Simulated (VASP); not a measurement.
# SnO (P2_1/m) in VASP: a series of runs

The runs below take SnO through single point, with PBE.

All numbers are computed with VASP 6.6.1; they aren't measurements. Logs are shortened: lines on timing, memory, paths and dates and some standing lists are left out, and cuts for length are marked.

## Step 1: The cell of the first run

The structure is monoclinic, space group P2_1/m (No. 11). Conventional cell: a = 3.868 Å, b = 3.868 Å, c = 5.070 Å, α = 90.00°, β = 92.29°, γ = 90.00°. Within 3.0 Å of Sn (site symmetry m) lie 4 O at 2.25 to 2.26 Å. O (site symmetry m) has 4 Sn at 2.25 to 2.26 Å and 4 O at 2.73 to 2.74 Å within 3.0 Å.

## Step 2: Single point, PBE (shear of c along a, cell held: +4.0 %, then relaxed in part)

File INCAR:

```
PREC = Accurate
ENCUT = 520
EDIFF = 1E-6
ISMEAR = 0
SIGMA = 0.01
LREAL = False
LASPH = True
NELM = 80
ALGO = Normal
ISIF = 2
LWAVE = False
LCHARG = True
GGA = PE
LELF = True
LVHAR = True
NBANDS = 28
```

File KPOINTS:

```
Automatic mesh
0
Gamma
  10 10 8
```

File POSCAR:

```
SnO
1.0
    3.8682628244      0.0000000000      0.0000000000
    0.0000000000      3.8682628244      0.0000000000
    0.2026496077      0.0000000000      5.0662401931
Sn O
2 2
Direct
   -0.0103744506      0.5000000000      0.2286842416
    0.5103744506      0.0000000000      0.7713157584
    0.5013215890      0.5000000000      0.0000690302
   -0.0013215890      0.0000000000     -0.0000690302
```

Potentials or basis: VASP PAW PBE potentials, release 64 (Sn_d, O).

Launch:

```sh
$ cat potpaw_PBE.64/Sn_d/POTCAR potpaw_PBE.64/O/POTCAR > POTCAR
$ mpirun -np 1 vasp_std > vasp.out
```

OUTCAR:

```text
PREC = Accurate
   ENCUT = 520
   EDIFF = 1E-6
   ISMEAR = 0
   LREAL = False
   LASPH = True
   NELM = 80
   ISIF = 2
   GGA = PE

 ion  position               nearest neighbor table
   1  0.990  0.500  0.229-   3 2.25   4 2.25   4 2.25   3 2.26   2 3.58   2 3.58   2 3.59   2 3.59

   2  0.510  0.000  0.771-   4 2.25   3 2.25   3 2.25   4 2.26   1 3.58   1 3.58   1 3.59   1 3.59

   3  0.501  0.500  0.000-   1 2.25   2 2.25   2 2.25   1 2.26
   4  0.999  0.000  1.000-   2 2.25   1 2.25   1 2.25   2 2.26

  LATTYP: Found a simple monoclinic cell.
 ALAT       =     3.8682628244
 B/A-ratio  =     1.0000000000
 C/A-ratio  =     1.3107412282
 COS(beta)  =    -0.0399680383

  Lattice vectors:

 A1 = (   3.8682628244,   0.0000000000,   0.0000000000)
 A2 = (   0.0000000000,  -3.8682628244,   0.0000000000)
 A3 = (  -0.2026496077,   0.0000000000,  -5.0662401931)

Analysis of symmetry for initial positions (statically):
=====================================================================
 Subroutine PRICEL returns:
 Original cell was already a primitive cell.

 Routine SETGRP: Setting up the symmetry group for a
 simple monoclinic supercell.

 Subroutine GETGRP returns: Found  4 space group operations
 (whereof  2 operations were pure point group operations)
 out of a pool of  4 trial point group operations.

The static configuration has the point symmetry C_1h.
 The point group associated with its full space group is C_2h.

Analysis of symmetry for dynamics (positions and initial velocities):
=====================================================================
 Subroutine PRICEL returns:
 Original cell was already a primitive cell.

 Routine SETGRP: Setting up the symmetry group for a
 simple monoclinic supercell.

 Subroutine GETGRP returns: Found  4 space group operations
 (whereof  2 operations were pure point group operations)
 out of a pool of  4 trial point group operations.

The dynamic configuration has the point symmetry C_1h.
 The point group associated with its full space group is C_2h.

 Subroutine INISYM returns: Found  4 space group operations
 (whereof  2 operations are pure point group operations),
 and found     1 'primitive' translations

----------------------------------------------------------------------------------------

                                     Primitive cell

  volume of cell :      75.8085

  direct lattice vectors                    reciprocal lattice vectors
     3.868262824  0.000000000  0.000000000     0.258513975  0.000000000 -0.010340559
     0.000000000  3.868262824  0.000000000     0.000000000  0.258513975  0.000000000
     0.202649608  0.000000000  5.066240193     0.000000000  0.000000000  0.197385035

  length of vectors
     3.868262824  3.868262824  5.070291565     0.258720704  0.258513975  0.197385035

  position of ions in fractional coordinates (direct lattice)
     0.989625549  0.500000000  0.228684242
     0.510374451  0.000000000  0.771315758
     0.501321589  0.500000000  0.000069030
     0.998678411  0.000000000  0.999930970

  ion indices of the primitive-cell ions
   primitive index   ion index
                 1           1
                 2           2
                 3           3
                 4           4

----------------------------------------------------------------------------------------

 KPOINTS: Automatic mesh

Automatic generation of k-mesh.
 Grid dimensions read from file:
 generate k-points for:   10   10    8

 Generating k-lattice:

  Cartesian coordinates                     Fractional coordinates (reciprocal lattice)
     0.025851398  0.000000000 -0.001034056     0.100000000  0.000000000  0.000000000
     0.000000000  0.025851398  0.000000000     0.000000000  0.100000000  0.000000000
     0.000000000  0.000000000  0.024673129     0.000000000  0.000000000  0.125000000

  Length of vectors
     0.025872070  0.025851398  0.024673129

  Shift w.r.t. Gamma in fractional coordinates (k-lattice)
     0.000000000  0.000000000  0.000000000

 Subroutine IBZKPT returns following result:
 ===========================================

 Found    252 irreducible k-points:

 Following reciprocal coordinates:
            Coordinates               Weight
  0.000000  0.000000  0.000000      1.000000
  0.100000  0.000000 -0.000000      2.000000
  0.200000  0.000000 -0.000000      2.000000
  0.300000  0.000000  0.000000      2.000000
  0.400000  0.000000  0.000000      2.000000
  0.500000  0.000000  0.000000      1.000000
[... 16 lines left out ...]
  0.400000  0.300000  0.000000      4.000000
  0.500000  0.300000  0.000000      2.000000
 [... further k-points ...]
   k-points           NKPTS =    252   k-points in BZ     NKDIM =    252   number of bands    NBANDS=     28
   number of dos      NEDOS =    301   number of ions     NIONS =      4
   total plane-waves  NPLWV =  36000
   dimension x,y,z NGX =    30 NGY =   30 NGZ =   40
   dimension x,y,z NGXF=    60 NGYF=   60 NGZF=   80
   ions per type =               2   2
   NGX,Y,Z   is equivalent  to a cutoff of  12.89, 12.89, 13.12 a.u.
   NGXF,Y,Z  is equivalent  to a cutoff of  25.79, 25.79, 26.23 a.u.
 SYSTEM =  unknown system
   PREC   = accura    normal or accurate (medium, high low for compatibility)
   ISTART =      0    job   : 0-new  1-cont  2-samecut
   ICHARG =      2    charge: 1-file 2-atom 10-const
   ISPIN  =      1    spin polarized calculation?
   LNONCOLLINEAR =      F non collinear calculations
   LSORBIT =      F    spin-orbit coupling
   LASPH  =      T    aspherical Exc in radial PAW
   ENCUT  =  520.0 eV  38.22 Ry    6.18 a.u.   7.19  7.19  9.43*2*pi/ulx,y,z
   NELM   =     80;   NELMIN=  2; NELMDL= -5     # of ELM steps
   EDIFF  = 0.1E-05   stopping-criterion for ELM
   LREAL  =      F    real-space projection
   EDIFFG = 0.1E-04   stopping-criterion for IOM
   NSW    =      0    number of steps for IOM
   IBRION =     -1    ionic relax: 0-MD 1-quasi-New 2-CG
   NFREE  =      0    steps in history (QN), initial steepest desc. (CG)
   ISIF   =      2    stress and relaxation
   ISYM   =      2    0-nonsym 1-usesym 2-fastsym
   POTIM  = 0.5000    time-step for ionic-motion
   TEBEG  =    0.0;   TEEND  =   0.0 temperature during run
   PSTRESS=    0.0 pullay stress
   NELECT =      40.0000    total number of electrons
   NUPDOWN=      -1.0000    fix difference up-down
   EMIN   =  10.00;   EMAX   =-10.00  energy-range for DOS
   EFERMI =   0.00;   METHOD = LEGACY
   ISMEAR =     0;   SIGMA  =   0.01  broadening in eV -4-tet -1-fermi 0-gaus
   EFERMI_NEDOS =   21; number of points for ismear=-14 and -15
   IALGO  =     38    algorithm
   IMIX   =      4    mixing-type and parameters
     AMIX     =   0.40;   BMIX     =  1.00
     AMIX_MAG =   1.60;   BMIX_MAG =  1.00
  volume/ion in A,a.u.               =      18.95       127.90
  Fermi-wavevector in a.u.,A,eV,Ry     =   1.322885  2.499891 23.810550  1.750026
  Thomas-Fermi vector in A             =   2.452534
   LORBIT       =      0    0 simple, 1 ext, 2 COOP (PROOUT), +10 PAW based schemes
   GGA     = PE    functional components
   LHFCALC =     F    Hartree Fock is set to
   AEXX    =    0.0000 exact exchange contribution
   IVDW    =     0    specifies the selected vdW correction
   LEPSILON=     F    determine dielectric tensor
   LRPA    =     F    only Hartree local field effects (RPA)
 non-spin polarized calculation
 Gauss-broadening in eV      SIGMA  =   0.01
  energy-cutoff  :      520.00
  volume of cell :       75.81
 maximum number of plane-waves:      2064
 NGX is ok and might be reduce to    30
   NGX = 15   NGY = 15   NGZ = 19

 number of electron      40.0000007 magnetization

 Free energy of the ion-electron system (eV)
  ---------------------------------------------------
  ext. energy  EPLUGINS =         0.00000000
  ---------------------------------------------------
  free energy    TOTEN  =       -22.71890179 eV

  energy without entropy =      -22.71890179  energy(sigma->0) =      -22.71890179

 E-fermi :   6.2362     XC(G=0):  -9.8202

 val. band max:        6.1419802282   @ k =   0.1000   0.0000  -0.0000
 cond. band min:       6.6698750614   @ k =   0.5000   0.5000   0.0000
 fundamental gap:      0.5278948332
 Fermi energy:         6.2361951919

 k-point     1 :       0.0000    0.0000    0.0000
  band No.  band energies     occupation
      1     -15.6060      2.00000
      2     -15.2416      2.00000
      3     -15.2376      2.00000
      4     -15.2360      2.00000
      5     -15.2063      2.00000
      6     -15.1926      2.00000
[... 20 lines left out ...]
     27      13.1623      0.00000
     28      13.6950      0.00000

 k-point     2 :       0.1000    0.0000   -0.0000
  band No.  band energies     occupation
      1     -15.6008      2.00000
      2     -15.2401      2.00000
      3     -15.2362      2.00000
      4     -15.2346      2.00000
      5     -15.2075      2.00000
      6     -15.1898      2.00000
[... 20 lines left out ...]
     27      13.2801      0.00000
     28      14.4145      0.00000

 k-point     3 :       0.2000    0.0000   -0.0000
  band No.  band energies     occupation
      1     -15.5860      2.00000
      2     -15.2683      2.00000
      3     -15.2324      2.00000
      4     -15.2299      2.00000
      5     -15.2111      2.00000
      6     -15.2106      2.00000
[... 20 lines left out ...]
     27      13.4724      0.00000
     28      15.8479      0.00000

 k-point     4 :       0.3000    0.0000    0.0000
  band No.  band energies     occupation
      1     -15.5625      2.00000
      2     -15.3455      2.00000
      3     -15.2275      2.00000
      4     -15.2222      2.00000
      5     -15.2144      2.00000
      6     -15.2065      2.00000
[... 578 lines left out ...]
     27      13.4101      0.00000
     28      14.4490      0.00000

 k-point    23 :       0.4000    0.3000    0.0000
  band No.  band energies     occupation
      1     -15.5417      2.00000
      2     -15.4863      2.00000
      3     -15.2176      2.00000
      4     -15.2163      2.00000
      5     -15.2115      2.00000
      6     -15.2009      2.00000
[... 20 lines left out ...]
     27      13.2443      0.00000
     28      13.9320      0.00000

 k-point    24 :       0.5000    0.3000    0.0000
  band No.  band energies     occupation
      1     -15.5223      2.00000
      2     -15.5188      2.00000
      3     -15.2183      2.00000
      4     -15.2179      2.00000
      5     -15.2045      2.00000
      6     -15.2016      2.00000
[... 20 lines left out ...]
     27      13.4316      0.00000
     28      13.6289      0.00000

 [... further k-points ...]
[... 5 lines left out ...]
  --------------------------------------------------------------------------------------
  -------------------------------------------------------------------------------------
  Total        0.1138353      0.1208179      0.1540308      0.0000000      0.0000000     -0.3464896
  in kB        2.4058565      2.5534310      3.2553699      0.0000000      0.0000000     -7.3228988
  external PRESSURE =       2.7382191 kB  Pullay stress =       0.0000000 kB

 VOLUME and BASIS-vectors are now :
 -----------------------------------------------------------------------------
  energy-cutoff  :      520.00
  volume of cell :       75.81
      direct lattice vectors                 reciprocal lattice vectors
     3.868262824  0.000000000  0.000000000     0.258513975  0.000000000 -0.010340559
     0.000000000  3.868262824  0.000000000     0.000000000  0.258513975  0.000000000
     0.202649608  0.000000000  5.066240193     0.000000000  0.000000000  0.197385035

 POSITION                                       TOTAL-FORCE (eV/Angst)
 -----------------------------------------------------------------------------------
      3.87447      1.93413      1.15857        -0.000493      0.000000      0.076706
      2.13057      0.00000      3.90767         0.000493      0.000000     -0.076706
      1.93926      1.93413      0.00035         0.001144      0.000000     -0.000111
      4.06579      0.00000      5.06589        -0.001144      0.000000      0.000111
 -----------------------------------------------------------------------------------
    total drift:                                0.000000      0.000000      0.000000

  FREE ENERGIE OF THE ION-ELECTRON SYSTEM (eV)
  ---------------------------------------------------
  free  energy   TOTEN  =       -22.7189017900 eV

  energy  without entropy=      -22.7189017900  energy(sigma->0) =      -22.71890179
```

Run time: 5.4 min. Hardware: 1 thread of Intel Xeon 6975P-C (Granite Rapids), shared host; peak memory 0.51 GiB.

What came out:

```
Free energy            : -22.7189 eV
Pressure               : 0.3 GPa
Largest force          : 0.077 eV/Å
Band gap on the k mesh : 0.53 eV (least direct gap 1.90 eV)
```

Forces in eV/Å, atoms in the order of the input:
```
Sn   0.000  0.000  0.077
Sn   0.000  0.000 -0.077
O    0.001  0.000  0.000
O   -0.001  0.000  0.000
```

Stress tensor (GPa, compression positive):
```
 0.24  0.00 -0.73
 0.00  0.26  0.00
-0.73  0.00  0.33
```

Levels at points of the mesh, in eV from the valence-band top:
```
           k point  band 17  band 18  band 19  band 20  band 21  band 22  band 23  band 24
(0.00, 0.00, 0.00)    -3.16    -2.89    -2.89     0.00     1.90     4.05     4.91     4.94
(0.50, 0.00, 0.00)    -4.50    -4.46    -2.51    -2.15     2.86     3.21     5.54     5.73
(0.00, 0.50, 0.00)    -4.48    -4.48    -2.34    -2.34     3.04     3.04     5.67     5.67
(0.50, 0.50, 0.00)    -2.25    -2.25    -1.76    -1.76     0.53     0.53     4.55     4.55
(0.00, 0.00, 0.50)    -3.21    -2.91    -2.90    -1.95     1.71     3.30     3.34     3.76
(0.50, 0.00, 0.50)    -4.46    -4.45    -1.72    -1.35     2.27     2.67     5.38     5.74
(0.00, 0.50, 0.50)    -4.46    -4.46    -1.54    -1.54     2.47     2.47     5.56     5.56
(0.50, 0.50, 0.50)    -2.35    -2.35    -2.25    -2.25     2.62     2.62     3.73     3.73
```

Caveat: the cell differs from its parent crystal (shear of c along a, cell held: +4.0 %, then relaxed in part); semilocal functionals underestimate gaps, and a narrow one can read as zero; spin-orbit coupling is left out, which moves the levels of the heavy elements. A k mesh can miss the band edges.

(Continued in part 2 of 2.)
